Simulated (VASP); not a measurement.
# BN (P6_3mc) in VASP: further runs

The runs below take BN through single point, relaxation of cell and atoms, with PBE.

All numbers are computed with VASP 6.6.1; they aren't measurements. Logs are shortened: lines on timing, memory, paths and dates and some standing lists are left out, and cuts for length are marked.

### 1 The cell of the first run

Symmetry: P6_3mc, No. 186, hexagonal system. Conventional cell: a = 2.509 Å, b = 2.509 Å, c = 4.151 Å, α = 90.00°, β = 90.00°, γ = 120.00°. B (site symmetry 3m) has 4 N at 1.54 to 1.55 Å within 2.1 Å. Within 2.1 Å of N (site symmetry 3m) lie 4 B at 1.54 to 1.55 Å.

### 2 Single point, PBE

Input file INCAR:

```
SYSTEM = BN
PREC = Accurate
ENCUT = 520
EDIFF = 1E-6
ISMEAR = 0
SIGMA = 0.01
LREAL = .False.
LASPH = .True.
NELM = 100
ALGO = Normal
ISIF = 2
LWAVE = .False.
LCHARG = .True.
GGA = PE
LELF = .True.
LVHAR = .True.
NBANDS = 16
```

Input file KPOINTS:

```
regular mesh
0
Gamma
  12 12 6
  0 0 0
```

Input file POSCAR:

```
BN
1.0
    2.5089342162      0.0000000000      0.0000000000
   -1.2544671081      2.1728007676      0.0000000000
    0.0000000000      0.0000000000      4.1507108050
B N
2 2
Direct
    0.6666666667      0.3333333333      0.9996059881
    0.3333333333      0.6666666667      0.4996059881
    0.6666666667      0.3333333333      0.6253940119
    0.3333333333      0.6666666667      0.1253940119
```

Potentials or basis: VASP PAW PBE potentials, release 64 (B, N).

On the command line:

```bash
cat potpaw_PBE.64/B/POTCAR potpaw_PBE.64/N/POTCAR > POTCAR
mpirun -np 1 vasp_std > vasp.out
```

OUTCAR:

```text
SYSTEM = BN
   PREC = Accurate
   ENCUT = 520
   EDIFF = 1E-6
   ISMEAR = 0
   LREAL = .False.
   LASPH = .True.
   NELM = 100
   ISIF = 2
   GGA = PE

 ion  position               nearest neighbor table
   1  0.667  0.333  1.000-   4 1.54   4 1.54   4 1.54   3 1.55
   2  0.333  0.667  0.500-   3 1.54   3 1.54   3 1.54   4 1.55
   3  0.667  0.333  0.625-   2 1.54   2 1.54   2 1.54   1 1.55
   4  0.333  0.667  0.125-   1 1.54   1 1.54   1 1.54   2 1.55

  LATTYP: Found a hexagonal cell.
 ALAT       =     2.5089342162
 C/A-ratio  =     1.6543721147

  Lattice vectors:

 A1 = (   2.5089342162,   0.0000000000,   0.0000000000)
 A2 = (  -1.2544671081,   2.1728007676,   0.0000000000)
 A3 = (   0.0000000000,   0.0000000000,   4.1507108050)

Analysis of symmetry for initial positions (statically):
=====================================================================
 Subroutine PRICEL returns:
 Original cell was already a primitive cell.

 Routine SETGRP: Setting up the symmetry group for a
 hexagonal supercell.

 Subroutine GETGRP returns: Found 12 space group operations
 (whereof  6 operations were pure point group operations)
 out of a pool of 24 trial point group operations.

The static configuration has the point symmetry C_3v.
 The point group associated with its full space group is C_6v.

Analysis of symmetry for dynamics (positions and initial velocities):
=====================================================================
 Subroutine PRICEL returns:
 Original cell was already a primitive cell.

 Routine SETGRP: Setting up the symmetry group for a
 hexagonal supercell.

 Subroutine GETGRP returns: Found 12 space group operations
 (whereof  6 operations were pure point group operations)
 out of a pool of 24 trial point group operations.

The dynamic configuration has the point symmetry C_3v.
 The point group associated with its full space group is C_6v.

 Subroutine INISYM returns: Found 12 space group operations
 (whereof  6 operations are pure point group operations),
 and found     1 'primitive' translations

----------------------------------------------------------------------------------------

                                     Primitive cell

  volume of cell :      22.6272

  direct lattice vectors                    reciprocal lattice vectors
     2.508934216  0.000000000  0.000000000     0.398575616  0.230117739  0.000000000
    -1.254467108  2.172800768  0.000000000     0.000000000  0.460235478  0.000000000
     0.000000000  0.000000000  4.150710805     0.000000000  0.000000000  0.240922591

  length of vectors
     2.508934216  2.508934216  4.150710805     0.460235478  0.460235478  0.240922591

  position of ions in fractional coordinates (direct lattice)
     0.666666667  0.333333333  0.999605988
     0.333333333  0.666666667  0.499605988
     0.666666667  0.333333333  0.625394012
     0.333333333  0.666666667  0.125394012

  ion indices of the primitive-cell ions
   primitive index   ion index
                 1           1
                 2           2
                 3           3
                 4           4

----------------------------------------------------------------------------------------

 KPOINTS: regular mesh

Automatic generation of k-mesh.
 Grid dimensions read from file:
 generate k-points for:   12   12    6

 Generating k-lattice:

  Cartesian coordinates                     Fractional coordinates (reciprocal lattice)
     0.033214635  0.019176478  0.000000000     0.083333333 -0.000000000  0.000000000
     0.000000000  0.038352957  0.000000000     0.000000000  0.083333333  0.000000000
     0.000000000  0.000000000  0.040153765     0.000000000  0.000000000  0.166666667

  Length of vectors
     0.038352957  0.038352957  0.040153765

  Shift w.r.t. Gamma in fractional coordinates (k-lattice)
     0.000000000  0.000000000  0.000000000

 Subroutine IBZKPT returns following result:
 ===========================================

 Found     76 irreducible k-points:

 Following reciprocal coordinates:
            Coordinates               Weight
  0.000000  0.000000  0.000000      1.000000
  0.083333  0.000000  0.000000      6.000000
  0.166667  0.000000  0.000000      6.000000
  0.250000  0.000000  0.000000      6.000000
  0.333333  0.000000  0.000000      6.000000
  0.416667  0.000000  0.000000      6.000000
[... 16 lines left out ...]
  0.250000  0.000000  0.166667     12.000000
  0.333333  0.000000  0.166667     12.000000
 [... further k-points ...]
   k-points           NKPTS =     76   k-points in BZ     NKDIM =     76   number of bands    NBANDS=     16
   number of dos      NEDOS =    301   number of ions     NIONS =      4
   total plane-waves  NPLWV =  12800
   dimension x,y,z NGX =    20 NGY =   20 NGZ =   32
   dimension x,y,z NGXF=    40 NGYF=   40 NGZF=   64
   ions per type =               2   2
   NGX,Y,Z   is equivalent  to a cutoff of  13.25, 13.25, 12.82 a.u.
   NGXF,Y,Z  is equivalent  to a cutoff of  26.50, 26.50, 25.63 a.u.
 SYSTEM =  BN
   PREC   = accura    normal or accurate (medium, high low for compatibility)
   ISTART =      0    job   : 0-new  1-cont  2-samecut
   ICHARG =      2    charge: 1-file 2-atom 10-const
   ISPIN  =      1    spin polarized calculation?
   LNONCOLLINEAR =      F non collinear calculations
   LSORBIT =      F    spin-orbit coupling
   LASPH  =      T    aspherical Exc in radial PAW
   ENCUT  =  520.0 eV  38.22 Ry    6.18 a.u.   4.66  4.66  7.72*2*pi/ulx,y,z
   NELM   =    100;   NELMIN=  2; NELMDL= -5     # of ELM steps
   EDIFF  = 0.1E-05   stopping-criterion for ELM
   LREAL  =      F    real-space projection
   EDIFFG = 0.1E-04   stopping-criterion for IOM
   NSW    =      0    number of steps for IOM
   IBRION =     -1    ionic relax: 0-MD 1-quasi-New 2-CG
   NFREE  =      0    steps in history (QN), initial steepest desc. (CG)
   ISIF   =      2    stress and relaxation
   ISYM   =      2    0-nonsym 1-usesym 2-fastsym
   POTIM  = 0.5000    time-step for ionic-motion
   TEBEG  =    0.0;   TEEND  =   0.0 temperature during run
   PSTRESS=    0.0 pullay stress
   NELECT =      16.0000    total number of electrons
   NUPDOWN=      -1.0000    fix difference up-down
   EMIN   =  10.00;   EMAX   =-10.00  energy-range for DOS
   EFERMI =   0.00;   METHOD = LEGACY
   ISMEAR =     0;   SIGMA  =   0.01  broadening in eV -4-tet -1-fermi 0-gaus
   EFERMI_NEDOS =   21; number of points for ismear=-14 and -15
   IALGO  =     38    algorithm
   IMIX   =      4    mixing-type and parameters
     AMIX     =   0.40;   BMIX     =  1.00
     AMIX_MAG =   1.60;   BMIX_MAG =  1.00
  volume/ion in A,a.u.               =       5.66        38.17
  Fermi-wavevector in a.u.,A,eV,Ry     =   1.458493  2.756152 28.942328  2.127201
  Thomas-Fermi vector in A             =   2.575171
   LORBIT       =      0    0 simple, 1 ext, 2 COOP (PROOUT), +10 PAW based schemes
   GGA     = PE    functional components
   LHFCALC =     F    Hartree Fock is set to
   AEXX    =    0.0000 exact exchange contribution
   IVDW    =     0    specifies the selected vdW correction
   LEPSILON=     F    determine dielectric tensor
   LRPA    =     F    only Hartree local field effects (RPA)
 non-spin polarized calculation
 Gauss-broadening in eV      SIGMA  =   0.01
  energy-cutoff  :      520.00
  volume of cell :       22.63
 maximum number of plane-waves:       622
 NGX is ok and might be reduce to    20
   NGX =  9   NGY =  9   NGZ = 15

 number of electron      15.9999998 magnetization

 Free energy of the ion-electron system (eV)
  ---------------------------------------------------
  ext. energy  EPLUGINS =         0.00000000
  ---------------------------------------------------
  free energy    TOTEN  =       -34.74609182 eV

  energy without entropy =      -34.74609182  energy(sigma->0) =      -34.74609182

 E-fermi :   8.2098     XC(G=0): -13.0275

 val. band max:        8.1195682664   @ k =   0.0000   0.0000   0.0000
 cond. band min:      13.2132183523   @ k =   0.3333   0.3333   0.0000
 fundamental gap:      5.0936500859
 Fermi energy:         8.2098355213

 k-point     1 :       0.0000    0.0000    0.0000
  band No.  band energies     occupation
      1     -12.8056      2.00000
      2      -8.4476      2.00000
      3      -3.2319      2.00000
      4       5.8973      2.00000
      5       5.8973      2.00000
      6       7.8100      2.00000
[... 8 lines left out ...]
     15      20.3504      0.00000
     16      24.8984      0.00000

 k-point     2 :       0.0833    0.0000    0.0000
  band No.  band energies     occupation
      1     -12.6490      2.00000
      2      -8.3263      2.00000
      3      -3.0777      2.00000
      4       5.1860      2.00000
      5       5.5999      2.00000
      6       7.5313      2.00000
[... 8 lines left out ...]
     15      20.8150      0.00000
     16      24.6421      0.00000

 k-point     3 :       0.1667    0.0000    0.0000
  band No.  band energies     occupation
      1     -12.1839      2.00000
      2      -7.9786      2.00000
      3      -2.6205      2.00000
      4       3.4706      2.00000
      5       4.9042      2.00000
      6       6.0866      2.00000
[... 8 lines left out ...]
     15      22.0233      0.00000
     16      23.8747      0.00000

 k-point     4 :       0.2500    0.0000    0.0000
  band No.  band energies     occupation
      1     -11.4268      2.00000
      2      -7.4683      2.00000
      3      -1.8822      2.00000
      4       1.4332      2.00000
      5       4.1281      2.00000
      6       4.2681      2.00000
[... 8 lines left out ...]
     15      23.5861      0.00000
     16      24.1042      0.00000

 k-point     5 :       0.3333    0.0000    0.0000
  band No.  band energies     occupation
      1     -10.4179      2.00000
      2      -6.9708      2.00000
      3      -0.9481      2.00000
      4      -0.3590      2.00000
      5       2.4398      2.00000
      6       3.4765      2.00000
[... 8 lines left out ...]
     15      24.5809      0.00000
     16      25.1010      0.00000

 k-point     6 :       0.4167    0.0000    0.0000
  band No.  band energies     occupation
      1      -9.2685      2.00000
      2      -6.8795      2.00000
      3      -1.5065      2.00000
      4       0.1361      2.00000
      5       0.9515      2.00000
      6       3.0539      2.00000
[... 8 lines left out ...]
     15      24.7997      0.00000
     16      26.1934      0.00000
[... 267 lines left out ...]
 k-point    21 :       0.0833    0.0000    0.1667
  band No.  band energies     occupation
      1     -12.4777      2.00000
      2      -8.9275      2.00000
      3      -2.1790      2.00000
      4       5.3148      2.00000
      5       5.7276      2.00000
      6       6.7204      2.00000
[... 8 lines left out ...]
     15      20.4864      0.00000
     16      24.3270      0.00000

 k-point    22 :       0.1667    0.0000    0.1667
  band No.  band energies     occupation
      1     -12.0150      2.00000
      2      -8.5495      2.00000
      3      -1.7760      2.00000
      4       3.6197      2.00000
      5       5.0414      2.00000
      6       5.6320      2.00000
[... 8 lines left out ...]
     15      21.6895      0.00000
     16      23.9346      0.00000

 k-point    23 :       0.2500    0.0000    0.1667
  band No.  band energies     occupation
      1     -11.2628      2.00000
      2      -7.9769      2.00000
      3      -1.1861      2.00000
      4       1.6543      2.00000
      5       3.8157      2.00000
      6       4.2730      2.00000
[... 8 lines left out ...]
     15      23.2304      0.00000
     16      24.2125      0.00000

 k-point    24 :       0.3333    0.0000    0.1667
  band No.  band energies     occupation
      1     -10.2638      2.00000
      2      -7.3571      2.00000
      3      -1.0292      2.00000
      4       0.4675      2.00000
      5       1.9674      2.00000
      6       3.6261      2.00000
[... 8 lines left out ...]
     15      24.6929      0.00000
     16      25.0781      0.00000

 [... further k-points ...]

------------------------ aborting loop because EDIFF is reached ----------------------------------------

  FORCE on cell =-STRESS in cart. coord.  units (eV):
  Direction    XX          YY          ZZ          XY          YZ          ZX
  --------------------------------------------------------------------------------------
  -------------------------------------------------------------------------------------
  Total        3.1655886      3.1655886      3.1605016      0.0000000      0.0000000      0.0000000
  in kB      224.1472425    224.1472425    223.7870413      0.0000000      0.0000000      0.0000000
  external PRESSURE =     224.0271754 kB  Pullay stress =       0.0000000 kB

 VOLUME and BASIS-vectors are now :
 -----------------------------------------------------------------------------
  energy-cutoff  :      520.00
  volume of cell :       22.63
      direct lattice vectors                 reciprocal lattice vectors
     2.508934216  0.000000000  0.000000000     0.398575616  0.230117739  0.000000000
    -1.254467108  2.172800768  0.000000000     0.000000000  0.460235478  0.000000000
     0.000000000  0.000000000  4.150710805     0.000000000  0.000000000  0.240922591

 POSITION                                       TOTAL-FORCE (eV/Angst)
 -----------------------------------------------------------------------------------
      1.25447      0.72427      4.14908         0.000000     -0.000000     -0.001701
     -0.00000      1.44853      2.07372         0.000000      0.000000     -0.001701
      1.25447      0.72427      2.59583        -0.000000      0.000000      0.001701
     -0.00000      1.44853      0.52047         0.000000     -0.000000      0.001701
 -----------------------------------------------------------------------------------
    total drift:                               -0.000000     -0.000000      0.000461

  FREE ENERGIE OF THE ION-ELECTRON SYSTEM (eV)
  ---------------------------------------------------
  free  energy   TOTEN  =       -34.7460918183 eV

  energy  without entropy=      -34.7460918183  energy(sigma->0) =      -34.74609182
```

It took 10 s on 1 thread of AMD EPYC 9R45 (Zen 5), shared host; peak memory 0.11 GiB.

What came out:

| Item | Value |
| --- | --- |
| Free energy | -34.7461 eV |
| Pressure | 22.4 GPa |
| Band gap on the k mesh | 5.09 eV (least direct gap 8.48 eV) |

Caveat: the cell stands under pressure. A k mesh can miss the band edges.

(Continued in part 2 of 2.)
